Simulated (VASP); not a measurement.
## TePt: relaxation of shape and atoms at fixed volume with r2SCAN

Crystal: TePt.

```xyz
4
Lattice="4.0992 0.0000 0.0000 -2.0496 3.5501 0.0000 0.0000 0.0000 5.4744" Properties=species:S:1:pos:R:3 pbc="T T T"
Te    0.0000    2.3667    1.3686
Te    2.0496    1.1834    4.1058
Pt    0.0000    0.0000    0.0000
Pt    0.0000    0.0000    2.7372
```

| Quantity | Value |
| --- | --- |
| Program | VASP 6.6.1 |
| Task | relaxation of shape and atoms at fixed volume |
| Functional | r2SCAN |
| Potentials or basis | VASP PAW PBE potentials, release 64 (Te, Pt) |
| Cutoff | 600 eV |
| k mesh | 12 × 12 × 8 |
| Occupations | gaussian, width 0.1 eV |
| Spin | no spin polarisation |
| Dipole correction | no |
| Further INCAR settings | ALGO = Normal; EDIFF = 1e-06; IBRION = 2; EDIFFG = -0.01; NSW = 50; ISIF = 4 |

* Energy gained by relaxing: 0.0 meV/atom
* Ionic steps: 2
* Pressure after relaxing: 15.5 GPa
* Band gap on the k mesh: zero (bands 16 and 17 overlap by 1.52 eV)

The path:
```tsv
step	energy change (eV)	largest force (eV/Å)	pressure (GPa)	volume (Å³)
1	0.0000	0.0000	15.52	79.67
2	-0.0001	0.0000	15.52	79.67
```

Final structure:
```xyz
4
Lattice="4.0964 0.0000 0.0000 -2.0482 3.5476 0.0000 0.0000 0.0000 5.4820" Properties=species:S:1:pos:R:3 pbc="T T T"
Te    0.0000    2.3651    1.3705
Te    2.0482    1.1825    4.1115
Pt    2.0482    3.5476    0.0000
Pt    2.0482    3.5476    2.7410
```

Levels at points of the mesh, in eV from the Fermi level:
| k point | band 13 | band 14 | band 15 | band 16 | band 17 | band 18 | band 19 | band 20 |
| --- | --- | --- | --- | --- | --- | --- | --- | --- |
| (0.00, 0.00, 0.00) | -1.94 | -1.94 | 0.10 | 0.50 | 1.83 | 2.57 | 2.57 | 2.60 |
| (0.50, 0.00, 0.00) | -3.06 | -2.65 | -2.42 | -1.51 | 1.45 | 2.90 | 3.71 | 4.00 |
| (0.00, 0.00, 0.50) | -2.73 | -2.73 | 1.07 | 1.07 | 1.07 | 1.07 | 4.66 | 4.66 |
| (0.50, 0.00, 0.50) | -3.51 | -3.51 | -0.61 | -0.61 | 0.69 | 0.69 | 2.74 | 2.74 |

Wall time 26 min on 1 thread of Oxide Virtual Turin-like Processor (shared host), peak memory 0.35 GiB.

Caveat: the PAW data sets were made with another functional, which shifts forces and pressure a little; spin-orbit coupling is left out, which moves the levels of the heavy elements.
